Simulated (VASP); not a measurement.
ZnSe (Stilleite):

```xyz
2
Lattice="0.0000 2.7955 2.7955 2.7955 0.0000 2.7955 2.7955 2.7955 0.0000" Properties=species:S:1:pos:R:3 pbc="T T T"
Se    4.1933    4.1933    4.1933
Zn    0.0000    0.0000    0.0000
```

Base run:

* Program: VASP 6.6.1
* Functional: BLYP
* Dispersion: D3(BJ)
* Potentials or basis: VASP PAW PBE potentials, release 64 (Se, Zn)
* Cutoff: 520 eV
* k mesh: 8 × 8 × 8
* Occupations: fermi-dirac, width 0.05 eV
* Spin: no spin polarisation

Its results: band gap on the k mesh 1.45 eV, direct; pressure 2.8 GPa.

**Question.** The run is repeated on the same cell with these changes: functional from BLYP to PBEsol. What comes out?

**Answer.** Band gap on the k mesh 1.33 eV, direct; pressure -0.3 GPa.

PBEsol binds more tightly than BLYP, so the same cell stands under less pressure.

Caveats: the PAW data sets were made with another functional, which shifts forces and pressure a little.

